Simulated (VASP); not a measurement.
# CuI3 (Pm-3m) in VASP: further runs

CuI3 is run at these levels: PBE+U; tasks: single point.

Everything below comes from runs of VASP 6.6.1. Logs are shortened: lines on timing, memory, paths and dates and some standing lists are left out, and cuts for length are marked.

### 1 The cell of the first run

The structure is cubic, space group Pm-3m (No. 221). The conventional cell has a = 5.465 Å, b = 5.465 Å, c = 5.465 Å, α = 90.00°, β = 90.00°, γ = 90.00°. Cu (site symmetry m-3m) has 6 I at 2.73 Å within 3.6 Å. Within 3.6 Å of I (site symmetry 4/mmm) lie 2 Cu at 2.73 Å.

### 2 Single point, PBE+U, collinear spin

INCAR reads:

```
SYSTEM = CuI3
ALGO = Normal
EDIFF = 1E-6
ENCUT = 520
GGA = PE
ISIF = 2
ISMEAR = 0
ISPIN = 2
LASPH = .TRUE.
LCHARG = .FALSE.
LDAU = .TRUE.
LDAUJ = 0 0
LDAUL = 2 -1
LDAUPRINT = 1
LDAUTYPE = 2
LDAUU = 4 0
LMAXMIX = 4
LORBIT = 11
LREAL = .FALSE.
LWAVE = .FALSE.
MAGMOM = 0.05 0 0 0
NBANDS = 28
NELM = 150
PREC = Accurate
SIGMA = 0.05
```

KPOINTS reads:

```
k-points
0
G
  6 6 6
  0 0 0
```

POSCAR reads:

```
CuI3
1.0
    5.4650365319      0.0000000000      0.0000000000
    0.0000000000      5.4650365319      0.0000000000
    0.0000000000      0.0000000000      5.4650365319
Cu I
1 3
Direct
    0.0000000000      0.0000000000      0.0000000000
    0.5000000000      0.0000000000      0.0000000000
    0.0000000000      0.0000000000      0.5000000000
    0.0000000000      0.5000000000      0.0000000000
```

Potentials or basis: VASP PAW PBE potentials, release 64 (Cu, I).

Run with:

```bash
cat potpaw_PBE.64/Cu/POTCAR potpaw_PBE.64/I/POTCAR > POTCAR
mpirun -np 1 vasp_std > vasp.out
```

OUTCAR:

```text
SYSTEM = CuI3
   EDIFF = 1E-6
   ENCUT = 520
   GGA = PE
   ISIF = 2
   ISMEAR = 0
   ISPIN = 2
   LASPH = .TRUE.
   LORBIT = 11
   LREAL = .FALSE.
   NELM = 150
   PREC = Accurate

 ion  position               nearest neighbor table
   1  0.000  0.000  0.000-   2 2.73   3 2.73   4 2.73   3 2.73   4 2.73   2 2.73
   2  0.500  0.000  0.000-   1 2.73   1 2.73
   3  0.000  0.000  0.500-   1 2.73   1 2.73
   4  0.000  0.500  0.000-   1 2.73   1 2.73

  LATTYP: Found a simple cubic cell.
 ALAT       =     5.4650365319

  Lattice vectors:

 A1 = (   5.4650365319,   0.0000000000,   0.0000000000)
 A2 = (   0.0000000000,   5.4650365319,   0.0000000000)
 A3 = (   0.0000000000,   0.0000000000,   5.4650365319)

Analysis of symmetry for initial positions (statically):
=====================================================================
 Subroutine PRICEL returns:
 Original cell was already a primitive cell.

 Routine SETGRP: Setting up the symmetry group for a
 simple cubic supercell.

 Subroutine GETGRP returns: Found 48 space group operations
 (whereof 48 operations were pure point group operations)
 out of a pool of 48 trial point group operations.

The static configuration has the point symmetry O_h .

Analysis of symmetry for dynamics (positions and initial velocities):
=====================================================================
 Subroutine PRICEL returns:
 Original cell was already a primitive cell.

 Routine SETGRP: Setting up the symmetry group for a
 simple cubic supercell.

 Subroutine GETGRP returns: Found 48 space group operations
 (whereof 48 operations were pure point group operations)
 out of a pool of 48 trial point group operations.

The dynamic configuration has the point symmetry O_h .

Analysis of structural, dynamic, and magnetic symmetry:
=====================================================================
 Subroutine PRICEL returns:
 Original cell was already a primitive cell.

 Routine SETGRP: Setting up the symmetry group for a
 simple cubic supercell.

 Subroutine GETGRP returns: Found 48 space group operations
 (whereof 48 operations were pure point group operations)
 out of a pool of 48 trial point group operations.

The overall configuration has the point symmetry O_h .

 Subroutine INISYM returns: Found 48 space group operations
 (whereof 48 operations are pure point group operations),
[... 169 lines left out ...]
  o =  0.9565  v =  1.0000  0.0000  0.0000  0.0000  0.0000  0.0000  0.0000  0.0000  0.0000  0.0000      0.0000  0.0000  0.0000  0.0000  0.0000  0.0000  0.0000  0.0000  0.0000  0.0000
  o =  0.9565  v =  0.0000 -0.5158  0.0000  0.8567  0.0000  0.0000  0.0000  0.0000  0.0000  0.0000      0.0000  0.0000  0.0000  0.0000  0.0000  0.0000  0.0000  0.0000  0.0000  0.0000
  o =  0.9565  v =  0.0000 -0.8567 -0.0000 -0.5158  0.0000  0.0000  0.0000  0.0000  0.0000  0.0000      0.0000  0.0000  0.0000  0.0000  0.0000  0.0000  0.0000  0.0000  0.0000  0.0000

 number of electron      32.0000001 magnetization      -0.0001039

 Free energy of the ion-electron system (eV)
  ---------------------------------------------------
  ext. energy  EPLUGINS =         0.00000000
  ---------------------------------------------------
  free energy    TOTEN  =        -6.50299056 eV

  energy without entropy =       -6.49899025  energy(sigma->0) =       -6.50099040

 E-fermi :   1.4549     XC(G=0):  -7.5615

 val. band max:        1.4434030509   @ k =   0.3333   0.3333   0.3333
 cond. band min:       1.5028443604   @ k =   0.5000   0.5000   0.3333
 fundamental gap:      0.0594413095
 Fermi energy:         1.4548761074

 spin component 1

 k-point     1 :       0.0000    0.0000    0.0000
  band No.  band energies     occupation
      1     -11.1481      1.00000
      2      -9.9782      1.00000
      3      -9.9782      1.00000
      4      -2.0129      1.00000
      5      -2.0129      1.00000
      6      -2.0129      1.00000
[... 609 lines left out ...]
     27      10.7154      0.00000
     28      10.7154      0.00000
 Fermi energy:         1.4548761074

 spin component 2

 k-point     1 :       0.0000    0.0000    0.0000
  band No.  band energies     occupation
      1     -11.1482      1.00000
      2      -9.9782      1.00000
      3      -9.9782      1.00000
      4      -2.0130      1.00000
      5      -2.0130      1.00000
      6      -2.0130      1.00000
[... 609 lines left out ...]
     27      10.7154      0.00000
     28      10.7154      0.00000

------------------------ aborting loop because EDIFF is reached ----------------------------------------

  FORCE on cell =-STRESS in cart. coord.  units (eV):
  Direction    XX          YY          ZZ          XY          YZ          ZX
  --------------------------------------------------------------------------------------
  -------------------------------------------------------------------------------------
  Total       -0.1736060     -0.1736060     -0.1736060      0.0000000     -0.0000000      0.0000000
  in kB       -1.7041039     -1.7041039     -1.7041039      0.0000000     -0.0000000      0.0000000
  external PRESSURE =      -1.7041039 kB  Pullay stress =       0.0000000 kB

 VOLUME and BASIS-vectors are now :
 -----------------------------------------------------------------------------
  energy-cutoff  :      520.00
  volume of cell :      163.22
      direct lattice vectors                 reciprocal lattice vectors
     5.465036532  0.000000000  0.000000000     0.182981393  0.000000000  0.000000000
     0.000000000  5.465036532  0.000000000     0.000000000  0.182981393  0.000000000
     0.000000000  0.000000000  5.465036532     0.000000000  0.000000000  0.182981393

 POSITION                                       TOTAL-FORCE (eV/Angst)
 -----------------------------------------------------------------------------------
      0.00000      0.00000      0.00000         0.000000      0.000000      0.000000
      2.73252      0.00000      0.00000         0.000000      0.000000      0.000000
      0.00000      0.00000      2.73252         0.000000      0.000000      0.000000
      0.00000      2.73252      0.00000         0.000000      0.000000      0.000000
 -----------------------------------------------------------------------------------
    total drift:                               -0.000000     -0.000000     -0.000000

  FREE ENERGIE OF THE ION-ELECTRON SYSTEM (eV)
  ---------------------------------------------------
  free  energy   TOTEN  =        -6.5029905579 eV

  energy  without entropy=       -6.4989902462  energy(sigma->0) =       -6.50099040

 total charge

# of ion       s       p       d       tot
------------------------------------------
    1        0.320   0.254   9.329   9.903
    2        1.527   2.678   0.019   4.224
    3        1.527   2.678   0.019   4.224
    4        1.527   2.678   0.019   4.224
--------------------------------------------------
tot          4.902   8.287   9.386  22.575

 magnetization (x)

# of ion       s       p       d       tot
------------------------------------------
    1       -0.000  -0.000   0.000   0.000
    2        0.000  -0.000  -0.000   0.000
    3        0.000  -0.000  -0.000   0.000
    4        0.000  -0.000  -0.000   0.000
--------------------------------------------------
tot          0.000  -0.000   0.000   0.000
```

stdout:

```text
POSCAR found type information on POSCAR CuI
 POSCAR found :  2 types and       4 ions
 scaLAPACK will be used
 LDA part: xc-table for (Slater+PW92), standard interpolation
 POSCAR, INCAR and KPOINTS ok, starting setup
 FFT: planning ... GRIDC
 FFT: planning ... GRID_SOFT
 FFT: planning ... GRID
 WAVECAR not read
 entering main loop
```

Wall time 3.8 min (1 thread of Oxide Virtual Turin-like, shared host); peak memory 0.35 GiB.

What came out:

```
Free energy                                           : -6.5030 eV
Pressure                                              : -0.2 GPa
Band gap on the k mesh                                : zero (filled and empty bands overlap)
Net moment                                            : 0.00 μB per cell
Valence electrons inside the program's atomic spheres : Cu 9.90; I 4.22
```

Levels at points of the mesh, in eV from the Fermi level:
Spin up:
```csv
k point,band 12,band 13,band 14,band 15,band 16,band 17,band 18,band 19,band 20,band 21
"(0.00, 0.00, 0.00)",-0.78,-0.78,-0.78,-0.27,-0.27,-0.27,1.15,4.94,6.64,6.64
"(0.50, 0.00, 0.00)",-1.74,-1.04,-1.04,-1.04,-0.46,-0.46,4.20,5.98,6.30,7.02
"(0.50, 0.50, 0.00)",-1.39,-1.39,-1.01,-1.01,0.30,0.70,5.91,5.91,6.03,6.87
"(0.50, 0.50, 0.50)",-1.96,0.31,0.31,0.31,0.73,0.73,4.94,5.23,5.23,5.23
```
Spin down:
| k point | band 14 | band 15 | band 16 | band 17 | band 18 | band 19 |
| --- | --- | --- | --- | --- | --- | --- |
| (0.00, 0.00, 0.00) | -0.78 | -0.27 | -0.27 | -0.27 | 1.15 | 4.94 |
| (0.50, 0.00, 0.00) | -1.04 | -1.04 | -0.46 | -0.46 | 4.20 | 5.98 |
| (0.50, 0.50, 0.00) | -1.01 | -1.01 | 0.30 | 0.70 | 5.91 | 5.91 |
| (0.50, 0.50, 0.50) | 0.31 | 0.31 | 0.73 | 0.73 | 4.94 | 5.23 |

Eigenvalues of the final occupation matrices:
```
    site  spin  trace               eigenvalues
site 1 d     1   4.67  0.90 0.90 0.96 0.96 0.96
site 1 d     2   4.67  0.90 0.90 0.96 0.96 0.96
```

Caveat: spin-orbit coupling is left out, which moves the levels of the heavy elements.

### 3 Single point, PBE+U, collinear spin

INCAR reads:

```
ALGO = Normal
EDIFF = 1E-7
ENCUT = 520
GGA = PE
ISIF = 2
ISMEAR = 0
ISPIN = 2
LASPH = True
LCHARG = False
LDAU = True
LDAUJ = 0 0
LDAUL = 2 -1
LDAUPRINT = 1
LDAUTYPE = 2
LDAUU = 4 0
LMAXMIX = 4
LORBIT = 11
LREAL = False
LWAVE = False
MAGMOM = 0.05 0 0 0
NBANDS = 28
NELM = 150
PREC = Accurate
SIGMA = 0.05
```

KPOINTS reads:

```
k-points
0
Gamma
  6 6 6
```

POSCAR is that of step 2.

Potentials or basis: VASP PAW PBE potentials, release 64 (Cu, I).

Run with:

```bash
cat potpaw_PBE.64/Cu/POTCAR potpaw_PBE.64/I/POTCAR > POTCAR
mpirun -np 1 vasp_std > vasp.out
```

It took 3.4 min on 1 thread of Oxide Virtual Turin-like, shared host; peak memory 0.35 GiB.

It converged, with:

| Item | Value |
| --- | --- |
| Free energy | -6.5030 eV |
| Pressure | -0.2 GPa |
| Band gap on the k mesh | zero (filled and empty bands overlap) |
| Net moment | 0.00 μB per cell |
| Valence electrons inside the program's atomic spheres | Cu 9.90; I 4.22 |

Levels at points of the mesh, in eV from the Fermi level:
Spin up:
| k point | band 14 | band 15 | band 16 | band 17 | band 18 | band 19 |
| --- | --- | --- | --- | --- | --- | --- |
| (0.00, 0.00, 0.00) | -0.78 | -0.27 | -0.27 | -0.27 | 1.15 | 4.94 |
| (0.50, 0.00, 0.00) | -1.04 | -1.04 | -0.46 | -0.46 | 4.20 | 5.98 |
| (0.50, 0.50, 0.00) | -1.01 | -1.01 | 0.30 | 0.70 | 5.91 | 5.91 |
| (0.50, 0.50, 0.50) | 0.31 | 0.31 | 0.73 | 0.73 | 4.94 | 5.23 |
Spin down:
| k point | band 12 | band 13 | band 14 | band 15 | band 16 | band 17 | band 18 | band 19 | band 20 | band 21 |
| --- | --- | --- | --- | --- | --- | --- | --- | --- | --- | --- |
| (0.00, 0.00, 0.00) | -0.78 | -0.78 | -0.78 | -0.27 | -0.27 | -0.27 | 1.15 | 4.94 | 6.64 | 6.64 |
| (0.50, 0.00, 0.00) | -1.73 | -1.04 | -1.04 | -1.04 | -0.46 | -0.46 | 4.20 | 5.98 | 6.30 | 7.02 |
| (0.50, 0.50, 0.00) | -1.39 | -1.39 | -1.01 | -1.01 | 0.30 | 0.70 | 5.91 | 5.91 | 6.03 | 6.87 |
| (0.50, 0.50, 0.50) | -1.96 | 0.31 | 0.31 | 0.31 | 0.73 | 0.73 | 4.94 | 5.23 | 5.23 | 5.23 |

Eigenvalues of the final occupation matrices:
| site | spin | trace | eigenvalues |
| --- | --- | --- | --- |
| site 1 d | 1 | 4.67 | 0.90 0.90 0.96 0.96 0.96 |
| site 1 d | 2 | 4.67 | 0.90 0.90 0.96 0.96 0.96 |

Caveat: spin-orbit coupling is left out, which moves the levels of the heavy elements.

### 4 Single point, PBE+U, collinear spin

INCAR reads:

```
PREC = Accurate
ENCUT = 520
EDIFF = 1E-7
ISMEAR = 0
SIGMA = 0.05
LREAL = False
LASPH = True
NELM = 150
ALGO = Normal
ISIF = 2
LWAVE = False
LCHARG = False
ISPIN = 2
MAGMOM = 0.05 0 0 0
LORBIT = 11
LMAXMIX = 4
LDAU = True
LDAUTYPE = 2
LDAUL = 2 -1
LDAUU = 2 0
LDAUJ = 0 0
LDAUPRINT = 1
GGA = PE
NBANDS = 28
```

KPOINTS reads:

```
Automatic mesh
0
Gamma
  6 6 6
```

POSCAR is that of step 3.

Potentials or basis: VASP PAW PBE potentials, release 64 (Cu, I).

Run with:

```bash
cat potpaw_PBE.64/Cu/POTCAR potpaw_PBE.64/I/POTCAR > POTCAR
mpirun -np 1 vasp_std > vasp.out
```

OUTCAR:

```text
PREC = Accurate
   ENCUT = 520
   EDIFF = 1E-7
   ISMEAR = 0
   LREAL = False
   LASPH = True
   NELM = 150
   ISIF = 2
   ISPIN = 2
   LORBIT = 11
   GGA = PE

 ion  position               nearest neighbor table
   1  0.000  0.000  0.000-   2 2.73   3 2.73   4 2.73   3 2.73   4 2.73   2 2.73
   2  0.500  0.000  0.000-   1 2.73   1 2.73
   3  0.000  0.000  0.500-   1 2.73   1 2.73
   4  0.000  0.500  0.000-   1 2.73   1 2.73

  LATTYP: Found a simple cubic cell.
 ALAT       =     5.4650365319

[... 1497 lines left out ...]
  energy-cutoff  :      520.00
  volume of cell :      163.22
      direct lattice vectors                 reciprocal lattice vectors
     5.465036532  0.000000000  0.000000000     0.182981393  0.000000000  0.000000000
     0.000000000  5.465036532  0.000000000     0.000000000  0.182981393  0.000000000
     0.000000000  0.000000000  5.465036532     0.000000000  0.000000000  0.182981393

 POSITION                                       TOTAL-FORCE (eV/Angst)
 -----------------------------------------------------------------------------------
      0.00000      0.00000      0.00000         0.000000      0.000000      0.000000
      2.73252      0.00000      0.00000         0.000000      0.000000      0.000000
      0.00000      0.00000      2.73252         0.000000      0.000000      0.000000
      0.00000      2.73252      0.00000         0.000000      0.000000      0.000000
 -----------------------------------------------------------------------------------
    total drift:                               -0.000000     -0.000000     -0.000000

  FREE ENERGIE OF THE ION-ELECTRON SYSTEM (eV)
  ---------------------------------------------------
  free  energy   TOTEN  =        -7.1341432693 eV

  energy  without entropy=       -7.1303430077  energy(sigma->0) =       -7.13224314

 total charge

# of ion       s       p       d       tot
------------------------------------------
    1        0.330   0.260   9.259   9.849
    2        1.527   2.679   0.020   4.226
    3        1.527   2.679   0.020   4.226
    4        1.527   2.679   0.020   4.226
--------------------------------------------------
tot          4.912   8.298   9.319  22.528

 magnetization (x)

# of ion       s       p       d       tot
------------------------------------------
    1       -0.000  -0.000  -0.000  -0.000
    2        0.000   0.000  -0.000   0.000
    3        0.000   0.000  -0.000   0.000
    4        0.000   0.000  -0.000   0.000
--------------------------------------------------
tot          0.000   0.000  -0.000   0.000
```

stdout:

```text
POSCAR found type information on POSCAR CuI
 POSCAR found :  2 types and       4 ions
 scaLAPACK will be used
 LDA part: xc-table for (Slater+PW92), standard interpolation
 POSCAR, INCAR and KPOINTS ok, starting setup
 FFT: planning ... GRIDC
 FFT: planning ... GRID_SOFT
 FFT: planning ... GRID
 WAVECAR not read
 entering main loop
```

Run time: 4.6 min. Hardware: 1 thread of Oxide Virtual Turin-like, shared host; peak memory 0.35 GiB.

What came out:

```yaml
Free_energy: -7.1341 eV
Pressure: -0.2 GPa
Band_gap_on_the_k_mesh: zero (filled and empty bands overlap)
Net_moment: 0.00 μB per cell
Valence_electrons_inside_the_program's_atomic_spheres: Cu 9.85; I 4.23
```

Eigenvalues of the final occupation matrices:
```tsv
site	spin	trace	eigenvalues
site 1 d	1	4.64	0.89 0.89 0.95 0.95 0.95
site 1 d	2	4.64	0.89 0.89 0.95 0.95 0.95
```

Caveat: spin-orbit coupling is left out, which moves the levels of the heavy elements.
